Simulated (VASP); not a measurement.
Set up this calculation in VASP 6.6.1, as the native input.

```
Task                   : single point
Functional             : PBE
Potentials or basis    : VASP PAW PBE potentials, release 64 (Ti_sv, C)
Cutoff                 : 520 eV
k mesh                 : 18 × 18 × 18
Occupations            : gaussian, width 0.15 eV
Spin                   : no spin polarisation
Dipole correction      : no
Further INCAR settings : ALGO = Normal; EDIFF = 1e-06; NBANDS = 15
```

The structure of TiC lies in POSCAR:

```
TiC
1.0
    0.0000000000      2.2289200000      2.1640000000
    2.2289200000      0.0000000000      2.1640000000
    2.2289200000      2.2289200000      0.0000000000
Ti C
1 1
Direct
    0.0000000000      0.0000000000      0.0000000000
    0.5000000000      0.5000000000      0.5000000000
```

This cell differs from its parent crystal: strain +0.030 along x and y, +0.000 along z.

These files were run (other wordings do the same):

INCAR

```
SYSTEM = TiC
PREC = Accurate
ENCUT = 520
EDIFF = 1E-6
ISMEAR = 0
SIGMA = 0.15
LREAL = .False.
LASPH = .True.
NELM = 60
ALGO = Normal
ISIF = 2
LWAVE = .False.
LCHARG = .False.
GGA = PE
NBANDS = 15
```

KPOINTS

```
Automatic mesh
0
Gamma
  18 18 18
  0 0 0
```

Potentials or basis: VASP PAW PBE potentials, release 64 (Ti_sv, C).

Launch:

```console
$ cat potpaw_PBE.64/Ti_sv/POTCAR potpaw_PBE.64/C/POTCAR > POTCAR
$ mpirun -np 1 vasp_std > vasp.out
```

It gave:

```json
{
  "Pressure": "-12.0 GPa",
  "Band gap on the k mesh": "zero (band 8 reaches 9.56 eV, above the bottom of band 9 at 8.18 eV)"
}
```

Caveat: the cell differs from its parent crystal (strain +0.030 along x and y, +0.000 along z).

Wall time 77 s on 1 thread of Intel(R) Xeon(R) Platinum 8488C (Sapphire Rapids) (shared host), peak memory 0.27 GiB.
